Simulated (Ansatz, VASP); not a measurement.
**Two plane-wave programs on Te**

INCAR

```
PREC = Accurate ; ENCUT = 520
EDIFF = 1E-8 ; ISMEAR = -1
SIGMA = 0.05 ; LREAL = F
LASPH = T ; NELM = 80
ALGO = Normal ; ISIF = 2
LWAVE = F ; LCHARG = F
GGA = PE ; LEFG = T
NBANDS = 9
```

Contents of KPOINTS:

```
regular mesh
0
Gamma
  14 14 14
```

File POSCAR:

```
Te
1.0
    0.0000000000      2.4330880857      2.4330880857
    2.4330880857      0.0000000000      2.4330880857
    2.4330880857      2.4330880857      0.0000000000
Te
1
Direct
    0.0000000000      0.0000000000      0.0000000000
```

Input for Ansatz:

```yaml
crystal:
  lattice:
    - [0.0, 2.4330880857, 2.4330880857]
    - [2.4330880857, 0.0, 2.4330880857]
    - [2.4330880857, 2.4330880857, 0.0]
  atoms:
    - { symbol: Te, position: [0.0, 0.0, 0.0] }
kpoints:
  mp_grid: { grid: [14, 14, 14] }
scf:
  occupations: { method: fermi_dirac, width: 0.05 }
hamiltonian:
  xc: pbe
  pseudopotentials: { kind: paw }
output:
  forces: true
  stress: true
  eigenvalues: true
  efg: { contact_densities: true }
```

Change from the starting cell: volume scaled by 1.02, PAW files.

Alike in both runs: task electric field gradients; functional PBE; k mesh 14 × 14 × 14; occupations fermi-dirac, width 0.05 eV; no spin polarisation.

|  | VASP | Ansatz |
| --- | --- | --- |
| version | VASP 6.6.1 | Ansatz 0.2.0 |
| potentials or method | VASP PAW PBE potentials, release 64 (Te) | PAW with Ansatz's default frozen-core files, scalar-relativistic |
| plane-wave cutoff (eV) | 520 | 420 |
| valence electrons in the cell | 6 | 16 |

|  | VASP | Ansatz | Ansatz less VASP |
| --- | --- | --- | --- |
| pressure (GPa) | -1.1 | -1.0 | +0.09 |

VASP's potentials hold 6 valence electrons a cell and Ansatz's 16, so a difference there can come from the potentials and not from the codes.

Neither program's run includes spin-orbit coupling.
